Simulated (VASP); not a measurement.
Wanted: the native input for a VASP 6.6.1 run.

| Item | Value |
| --- | --- |
| Task | single point |
| Functional | LDA |
| Potentials or basis | VASP PAW LDA potentials, release 64 (Ti_sv, Tc_pv) |
| Cutoff | 500 eV |
| k mesh | 7 × 7 × 7 |
| Occupations | methfessel-paxton, width 0.05 eV |
| Spin | no spin polarisation |
| Dipole correction | no |
| Further INCAR settings | ALGO = Normal; EDIFF = 1e-06; NBANDS = 20 |

The structure of TiTc lies in POSCAR:

```
TiTc
1.0
    3.1100000000      0.0000000000      0.0000000000
    0.0000000000      3.1100000000      0.0000000000
    0.0000000000      0.0000000000      3.1100000000
Ti Tc
1 1
Direct
    0.5000000000      0.5000000000      0.5000000000
    0.0000000000      0.0000000000      0.0000000000
```

One way to write it, as run:

INCAR

```
SYSTEM = TiTc
PREC = Accurate ; ENCUT = 500
EDIFF = 1E-6 ; ISMEAR = 1
SIGMA = 0.05 ; LREAL = .FALSE.
LASPH = .TRUE. ; NELM = 120
ALGO = Normal ; ISIF = 2
LWAVE = .FALSE. ; LCHARG = .TRUE.
LELF = .TRUE. ; LVHAR = .TRUE.
NBANDS = 20 ; GGA_COMPAT = .FALSE.
```

KPOINTS

```
Automatic mesh
0
G
  7 7 7
  0 0 0
```

Potentials or basis: VASP PAW LDA potentials, release 64 (Ti_sv, Tc_pv).

Command:

```bash
$ cat potpaw_LDA.64/Ti_sv/POTCAR potpaw_LDA.64/Tc_pv/POTCAR > POTCAR
$ mpirun -np 1 vasp_std > vasp.out
```

Results of the run:

```yaml
Pressure: -13.4 GPa
Band_gap_on_the_k_mesh: zero (an odd number of electrons rules out a gap without spin polarisation)
```

Caveat: the cell stands under tension.

It took 16 s on 1 thread of AMD EPYC 7R43 64-Core Processor (Zen 3), on a shared host, peak memory 0.1 GiB.
